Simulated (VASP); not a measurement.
# Si (Fd-3m) in VASP: notebook

Runs on Si. Level: PBE. Tasks: electric field gradients, density of states.

All numbers are computed with VASP 6.6.1; they aren't measurements. Logs are shortened: lines on timing, memory, paths and dates and some standing lists are left out, and cuts for length are marked.

## Step 1: The cell of the first run

It takes space group Fd-3m (No. 227, cubic). The conventional cell has a = 5.537 Å, b = 5.537 Å, c = 5.537 Å, α = 90.00°, β = 90.00°, γ = 90.00°. Within 3.2 Å of Si (site symmetry -43m) lie 4 Si at 2.40 Å.

## Step 2: Electric field gradients, PBE (volume scaled by 1.06)

Contents of INCAR:

```
ALGO     = Normal         # electronic algorithm
EDIFF    = 1E-8           # SCF threshold, eV
ENCUT    = 520            # plane-wave cutoff, eV
GGA      = PE             # functional
ISIF     = 2              # what is computed and relaxed
ISMEAR   = -1             # smearing method
LASPH    = True           # aspherical terms in the spheres
LCHARG   = False          # write CHGCAR
LEFG     = True         
LREAL    = False          # projectors in reciprocal space
LWAVE    = False          # write WAVECAR
NBANDS   = 11             # bands
NELM     = 60             # most SCF steps
PREC     = Accurate       # precision mode
SIGMA    = 0.08           # smearing width, eV
```

Contents of KPOINTS:

```
k-points
0
Gamma
  11 11 11
```

Contents of POSCAR:

```
Si
1.0
    0.0000000000      2.7687280309      2.7687280309
    2.7687280309      0.0000000000      2.7687280309
    2.7687280309      2.7687280309      0.0000000000
Si
2
Direct
    0.5000000000      0.5000000000      0.5000000000
    0.7500000000      0.7500000000      0.7500000000
```

Potentials or basis: VASP PAW PBE potentials, release 64 (Si).

The run is started by

```sh
> cat potpaw_PBE.64/Si/POTCAR > POTCAR
> mpirun -np 1 vasp_std > vasp.out
```

OUTCAR:

```text
EDIFF = 1E-8
   ENCUT = 520
   GGA = PE
   ISIF = 2
   ISMEAR = -1
   LASPH = True
   LREAL = False
   NELM = 60
   PREC = Accurate

 ion  position               nearest neighbor table
   1  0.500  0.500  0.500-   2 2.40   2 2.40   2 2.40   2 2.40
   2  0.750  0.750  0.750-   1 2.40   1 2.40   1 2.40   1 2.40

  LATTYP: Found a face centered cubic cell.
 ALAT       =     5.5374560618

  Lattice vectors:

 A1 = (   0.0000000000,   2.7687280309,   2.7687280309)
 A2 = (   2.7687280309,   0.0000000000,   2.7687280309)
 A3 = (   2.7687280309,   2.7687280309,   0.0000000000)

Analysis of symmetry for initial positions (statically):
=====================================================================
 Subroutine PRICEL returns:
 Original cell was already a primitive cell.

 Routine SETGRP: Setting up the symmetry group for a
 face centered cubic supercell.

 Subroutine GETGRP returns: Found 48 space group operations
 (whereof 24 operations were pure point group operations)
 out of a pool of 48 trial point group operations.

The static configuration has the point symmetry T_d .
 The point group associated with its full space group is O_h .

Analysis of symmetry for dynamics (positions and initial velocities):
=====================================================================
 Subroutine PRICEL returns:
 Original cell was already a primitive cell.

 Routine SETGRP: Setting up the symmetry group for a
 face centered cubic supercell.

 Subroutine GETGRP returns: Found 48 space group operations
 (whereof 24 operations were pure point group operations)
 out of a pool of 48 trial point group operations.

The dynamic configuration has the point symmetry T_d .
 The point group associated with its full space group is O_h .

 Subroutine INISYM returns: Found 48 space group operations
 (whereof 24 operations are pure point group operations),
 and found     1 'primitive' translations

----------------------------------------------------------------------------------------

                                     Primitive cell

  volume of cell :      42.4493

  direct lattice vectors                    reciprocal lattice vectors
     0.000000000  2.768728031  2.768728031    -0.180588340  0.180588340  0.180588340
     2.768728031  0.000000000  2.768728031     0.180588340 -0.180588340  0.180588340
     2.768728031  2.768728031  0.000000000     0.180588340  0.180588340 -0.180588340

  length of vectors
     3.915572732  3.915572732  3.915572732     0.312788181  0.312788181  0.312788181

  position of ions in fractional coordinates (direct lattice)
     0.500000000  0.500000000  0.500000000
     0.750000000  0.750000000  0.750000000

  ion indices of the primitive-cell ions
   primitive index   ion index
                 1           1
                 2           2

----------------------------------------------------------------------------------------

 KPOINTS: k-points

Automatic generation of k-mesh.
 Grid dimensions read from file:
 generate k-points for:   11   11   11

 Generating k-lattice:

  Cartesian coordinates                     Fractional coordinates (reciprocal lattice)
    -0.016417122  0.016417122  0.016417122     0.090909091  0.000000000  0.000000000
     0.016417122 -0.016417122  0.016417122     0.000000000  0.090909091  0.000000000
     0.016417122  0.016417122 -0.016417122     0.000000000  0.000000000  0.090909091

  Length of vectors
     0.028435289  0.028435289  0.028435289

  Shift w.r.t. Gamma in fractional coordinates (k-lattice)
     0.000000000  0.000000000  0.000000000

 Subroutine IBZKPT returns following result:
 ===========================================

 Found     56 irreducible k-points:

 Following reciprocal coordinates:
            Coordinates               Weight
  0.000000  0.000000  0.000000      1.000000
  0.090909  0.000000  0.000000      8.000000
  0.181818  0.000000  0.000000      8.000000
  0.272727  0.000000  0.000000      8.000000
  0.363636  0.000000  0.000000      8.000000
  0.454545  0.000000  0.000000      8.000000
[... 16 lines left out ...]
 -0.272727  0.181818  0.000000     24.000000
 -0.181818  0.181818  0.000000     12.000000
 [... further k-points ...]
   k-points           NKPTS =     56   k-points in BZ     NKDIM =     56   number of bands    NBANDS=     11
   number of dos      NEDOS =    301   number of ions     NIONS =      2
   total plane-waves  NPLWV =  27000
   dimension x,y,z NGX =    30 NGY =   30 NGZ =   30
   dimension x,y,z NGXF=    60 NGYF=   60 NGZF=   60
   ions per type =               2
   NGX,Y,Z   is equivalent  to a cutoff of  12.74, 12.74, 12.74 a.u.
   NGXF,Y,Z  is equivalent  to a cutoff of  25.47, 25.47, 25.47 a.u.
 SYSTEM =  unknown system
   PREC   = accura    normal or accurate (medium, high low for compatibility)
   ISTART =      0    job   : 0-new  1-cont  2-samecut
   ICHARG =      2    charge: 1-file 2-atom 10-const
   ISPIN  =      1    spin polarized calculation?
   LNONCOLLINEAR =      F non collinear calculations
   LSORBIT =      F    spin-orbit coupling
   LASPH  =      T    aspherical Exc in radial PAW
   ENCUT  =  520.0 eV  38.22 Ry    6.18 a.u.   7.28  7.28  7.28*2*pi/ulx,y,z
   NELM   =     60;   NELMIN=  2; NELMDL= -5     # of ELM steps
   EDIFF  = 0.1E-07   stopping-criterion for ELM
   LREAL  =      F    real-space projection
   EDIFFG = 0.1E-06   stopping-criterion for IOM
   NSW    =      0    number of steps for IOM
   IBRION =     -1    ionic relax: 0-MD 1-quasi-New 2-CG
   NFREE  =      0    steps in history (QN), initial steepest desc. (CG)
   ISIF   =      2    stress and relaxation
   ISYM   =      2    0-nonsym 1-usesym 2-fastsym
   POTIM  = 0.5000    time-step for ionic-motion
   TEBEG  =    0.0;   TEEND  =   0.0 temperature during run
   PSTRESS=    0.0 pullay stress
   NELECT =       8.0000    total number of electrons
   NUPDOWN=      -1.0000    fix difference up-down
   EMIN   =  10.00;   EMAX   =-10.00  energy-range for DOS
   EFERMI =   0.00;   METHOD = LEGACY
   ISMEAR =    -1;   SIGMA  =   0.08  broadening in eV -4-tet -1-fermi 0-gaus
   EFERMI_NEDOS =   21; number of points for ismear=-14 and -15
   IALGO  =     38    algorithm
   IMIX   =      4    mixing-type and parameters
     AMIX     =   0.40;   BMIX     =  1.00
     AMIX_MAG =   1.60;   BMIX_MAG =  1.00
  volume/ion in A,a.u.               =      21.22       143.23
  Fermi-wavevector in a.u.,A,eV,Ry     =   0.938601  1.773699 11.986360  0.880973
  Thomas-Fermi vector in A             =   2.065830
   LORBIT       =      0    0 simple, 1 ext, 2 COOP (PROOUT), +10 PAW based schemes
   GGA     = PE    functional components
[... 5 lines left out ...]
 non-spin polarized calculation
  energy-cutoff  :      520.00
  volume of cell :       42.45
 maximum number of plane-waves:      1159
 NGX is ok and might be reduce to    30
   NGX = 15   NGY = 15   NGZ = 15

 number of electron       8.0000000 magnetization

 Free energy of the ion-electron system (eV)
  ---------------------------------------------------
  ext. energy  EPLUGINS =         0.00000000
  ---------------------------------------------------
  free energy    TOTEN  =       -10.83418042 eV

  energy without entropy =      -10.83399158  energy(sigma->0) =      -10.83408600

 E-fermi :   5.5792     XC(G=0):  -9.1819

 val. band max:        5.2503408296   @ k =   0.0000   0.0000   0.0000
 cond. band min:       5.9534599019   @ k =   0.4545   0.4545   0.0000
 fundamental gap:      0.7031190723
 Fermi energy:         5.5792246199

 k-point     1 :       0.0000    0.0000    0.0000
  band No.  band energies     occupation
      1      -6.3154      2.00000
      2       5.2503      1.96775
      3       5.2503      1.96775
      4       5.2503      1.96775
      5       7.7902      0.00000
      6       7.7902      0.00000
      7       7.7902      0.00000
      8       7.9637      0.00000
      9      12.9386      0.00000
     10      12.9386      0.00000
     11      12.9840      0.00000

 k-point     2 :       0.0909    0.0000    0.0000
  band No.  band energies     occupation
      1      -6.2125      2.00000
      2       4.2622      2.00000
      3       5.0929      1.99543
      4       5.0929      1.99543
      5       7.6861      0.00000
      6       8.0225      0.00000
      7       8.0225      0.00000
      8       8.8902      0.00000
      9      12.6455      0.00000
     10      12.6455      0.00000
     11      13.4170      0.00000
[... 295 lines left out ...]
 k-point    24 :      -0.1818    0.1818    0.0000
  band No.  band energies     occupation
      1      -5.2494      2.00000
      2       1.2379      2.00000
      3       2.7268      2.00000
      4       4.5921      1.99999
      5       8.0790      0.00000
      6       8.9242      0.00000
      7       9.1917      0.00000
      8      10.7041      0.00000
      9      11.3833      0.00000
     10      14.8542      0.00000
     11      15.5790      0.00000

 [... further k-points ...]
[... 5 lines left out ...]
  --------------------------------------------------------------------------------------
  -------------------------------------------------------------------------------------
  Total       -0.8155849     -0.8155849     -0.8155849     -0.0000000      0.0000000     -0.0000000
  in kB      -30.7828524    -30.7828524    -30.7828524     -0.0000000      0.0000000     -0.0000000
  external PRESSURE =     -30.7828524 kB  Pullay stress =       0.0000000 kB

 VOLUME and BASIS-vectors are now :
 -----------------------------------------------------------------------------
  energy-cutoff  :      520.00
  volume of cell :       42.45
      direct lattice vectors                 reciprocal lattice vectors
     0.000000000  2.768728031  2.768728031    -0.180588340  0.180588340  0.180588340
     2.768728031  0.000000000  2.768728031     0.180588340 -0.180588340  0.180588340
     2.768728031  2.768728031  0.000000000     0.180588340  0.180588340 -0.180588340

 POSITION                                       TOTAL-FORCE (eV/Angst)
 -----------------------------------------------------------------------------------
      2.76873      2.76873      2.76873         0.000000     -0.000000      0.000000
      4.15309      4.15309      4.15309        -0.000000      0.000000     -0.000000
 -----------------------------------------------------------------------------------
    total drift:                                0.000000     -0.000000     -0.000000

  FREE ENERGIE OF THE ION-ELECTRON SYSTEM (eV)
  ---------------------------------------------------
  free  energy   TOTEN  =       -10.8341804152 eV

  energy  without entropy=      -10.8339915760  energy(sigma->0) =      -10.83408600

 Electric field gradients (V/A^2)
---------------------------------------------------------------------
 ion       V_xx      V_yy      V_zz      V_xy      V_xz      V_yz
---------------------------------------------------------------------
   1       0.000     0.000     0.000    -0.000    -0.000    -0.000
   2      -0.000     0.000     0.000    -0.000    -0.000    -0.000
---------------------------------------------------------------------

 Electric field gradients after diagonalization (V/A^2)
 (convention: |V_zz| > |V_xx| > |V_yy|)
----------------------------------------------------------------------
 ion       V_xx      V_yy      V_zz     asymmetry (V_yy - V_xx)/ V_zz
----------------------------------------------------------------------
   1       0.000     0.000    -0.000       0.000
   2       0.000     0.000    -0.000       0.000
----------------------------------------------------------------------

           NMR quadrupolar parameters

 Cq : quadrupolar parameter    Cq=e*Q*V_zz/h
 eta: asymmetry parameters     (V_yy - V_xx)/ V_zz
 Q  : nuclear electric quadrupole moment in mb (millibarn)
----------------------------------------------------------------------
 ion       Cq(MHz)       eta       Q (mb)
----------------------------------------------------------------------
   1      -0.000       0.000       1.000
   2      -0.000       0.000       1.000
----------------------------------------------------------------------
```

Wall time 31 s (1 thread of Intel Xeon 6975P-C (Granite Rapids), shared host); peak memory 0.16 GiB.

Results:

```
Free energy            : -10.8342 eV
Pressure               : -3.1 GPa
Band gap on the k mesh : 0.70 eV, indirect (least direct gap 2.48 eV)
```

Caveat: the cell differs from its parent crystal (volume scaled by 1.06); without QUAD_EFG the Cq values of the log hold for a quadrupole moment of 1 mb, not for the nuclei. A k mesh can miss the band edges.

## Step 3: Density of states, PBE

This run uses another cell than the first one, of 20.02 Å³/atom, 0.943 times its volume.

Contents of POSCAR:

```
Si
1.0
    0.0000000000      2.7154700000      2.7154700000
    2.7154700000      0.0000000000      2.7154700000
    2.7154700000      2.7154700000      0.0000000000
Si
2
Direct
    0.5000000000      0.5000000000      0.5000000000
    0.7500000000      0.7500000000      0.7500000000
```

Contents of INCAR.step1:

```
SYSTEM = Si
PREC = Accurate ; ENCUT = 520
EDIFF = 1E-6 ; ISMEAR = -1
SIGMA = 0.08 ; LREAL = .FALSE.
LASPH = .TRUE. ; NELM = 60
ALGO = Normal ; ISIF = 2
LWAVE = .FALSE. ; LCHARG = .TRUE.
GGA = PE ; NBANDS = 11
```

Contents of KPOINTS.step1:

```
regular mesh
0
G
  11 11 11
  0 0 0
```

Contents of INCAR.step2:

```
SYSTEM = Si
PREC = Accurate ; ENCUT = 520
EDIFF = 1E-6 ; ISMEAR = -5
SIGMA = 0.08 ; LREAL = .FALSE.
LASPH = .TRUE. ; NELM = 60
ALGO = Normal ; ISIF = 2
LWAVE = .FALSE. ; LCHARG = .FALSE.
GGA = PE ; LORBIT = 10
NBANDS = 11 ; NEDOS = 1001
ICHARG = 11
```

Contents of KPOINTS.step2:

```
regular mesh
0
G
  17 17 17
  0 0 0
```

Potentials or basis: VASP PAW PBE potentials, release 64 (Si).

The run is started by

```sh
> cat potpaw_PBE.64/Si/POTCAR > POTCAR
> cp INCAR.step1 INCAR
> cp KPOINTS.step1 KPOINTS
> mpirun -np 1 vasp_std > vasp.out
> cp INCAR.step2 INCAR
> cp KPOINTS.step2 KPOINTS
> mpirun -np 1 vasp_std > vasp.out
```

It took 60 s on 1 thread of Intel Xeon 6975P-C (Granite Rapids), shared host; peak memory 0.19 GiB.

The run converged. Its results:

```yaml
Valence_electrons_inside_the_program's_atomic_spheres: Si 1.69
```

Levels at points of the mesh, in eV from the valence-band top:
| k point | band 2 | band 3 | band 4 | band 5 | band 6 | band 7 |
| --- | --- | --- | --- | --- | --- | --- |
| (0.00, 0.00, 0.00) | 0.00 | 0.00 | 0.00 | 2.57 | 2.57 | 2.57 |

## Step 4: Electric field gradients, PBE (volume scaled by 0.94)

Contents of INCAR:

```
SYSTEM = Si
ALGO = Normal
EDIFF = 1E-8
ENCUT = 520
GGA = PE
ISIF = 2
ISMEAR = -1
LASPH = .True.
LCHARG = .False.
LEFG = .True.
LREAL = .False.
LWAVE = .False.
NBANDS = 11
NELM = 60
PREC = Accurate
SIGMA = 0.08
```

Contents of KPOINTS:

```
k-points
0
Gamma
  11 11 11
  0 0 0
```

Contents of POSCAR:

```
Si
1.0
    0.0000000000      2.6600366906      2.6600366906
    2.6600366906      0.0000000000      2.6600366906
    2.6600366906      2.6600366906      0.0000000000
Si
2
Direct
    0.5000000000      0.5000000000      0.5000000000
    0.7500000000      0.7500000000      0.7500000000
```

Potentials or basis: VASP PAW PBE potentials, release 64 (Si).

The run is started by

```sh
> cat potpaw_PBE.64/Si/POTCAR > POTCAR
> mpirun -np 1 vasp_std > vasp.out
```

OUTCAR:

```text
SYSTEM = Si
   EDIFF = 1E-8
   ENCUT = 520
   GGA = PE
   ISIF = 2
   ISMEAR = -1
   LASPH = .True.
   LREAL = .False.
   NELM = 60
   PREC = Accurate

 ion  position               nearest neighbor table
   1  0.500  0.500  0.500-   2 2.30   2 2.30   2 2.30   2 2.30
   2  0.750  0.750  0.750-   1 2.30   1 2.30   1 2.30   1 2.30

  LATTYP: Found a face centered cubic cell.
 ALAT       =     5.3200733812

  Lattice vectors:

 A1 = (   0.0000000000,   2.6600366906,   2.6600366906)
 A2 = (   2.6600366906,   0.0000000000,   2.6600366906)
[... 549 lines left out ...]
  ---------------------------------------------------
  free  energy   TOTEN  =       -10.7670789705 eV

  energy  without entropy=      -10.7665465480  energy(sigma->0) =      -10.76681276

 Electric field gradients (V/A^2)
---------------------------------------------------------------------
 ion       V_xx      V_yy      V_zz      V_xy      V_xz      V_yz
---------------------------------------------------------------------
   1      -0.000     0.000    -0.000    -0.000    -0.000    -0.000
   2      -0.000     0.000    -0.000    -0.000    -0.000    -0.000
---------------------------------------------------------------------

 Electric field gradients after diagonalization (V/A^2)
 (convention: |V_zz| > |V_xx| > |V_yy|)
----------------------------------------------------------------------
 ion       V_xx      V_yy      V_zz     asymmetry (V_yy - V_xx)/ V_zz
----------------------------------------------------------------------
   1       0.000     0.000    -0.000       0.000
   2       0.000     0.000    -0.000       0.000
----------------------------------------------------------------------

           NMR quadrupolar parameters

 Cq : quadrupolar parameter    Cq=e*Q*V_zz/h
 eta: asymmetry parameters     (V_yy - V_xx)/ V_zz
 Q  : nuclear electric quadrupole moment in mb (millibarn)
----------------------------------------------------------------------
 ion       Cq(MHz)       eta       Q (mb)
----------------------------------------------------------------------
   1      -0.000       0.000       1.000
   2      -0.000       0.000       1.000
----------------------------------------------------------------------
```

stdout:

```text
POSCAR found type information on POSCAR Si
 POSCAR found :  1 types and       2 ions
 scaLAPACK will be used
 LDA part: xc-table for (Slater+PW92), standard interpolation
 POSCAR, INCAR and KPOINTS ok, starting setup
 FFT: planning ... GRIDC
 FFT: planning ... GRID_SOFT
 FFT: planning ... GRID
 WAVECAR not read
 entering main loop
ion   1

ion   2
```

Run time: 28 s. Hardware: 1 thread of Intel Xeon 8259CL, shared host; peak memory 0.16 GiB.

Results:

```yaml
Free_energy: -10.7671 eV
Pressure: 8.8 GPa
Band_gap_on_the_k_mesh: 0.47 eV, indirect (least direct gap 2.59 eV)
```

Caveat: the cell differs from its parent crystal (volume scaled by 0.94); without QUAD_EFG the Cq values of the log hold for a quadrupole moment of 1 mb, not for the nuclei. A k mesh can miss the band edges.

(Part 1 of 2 ends here.)
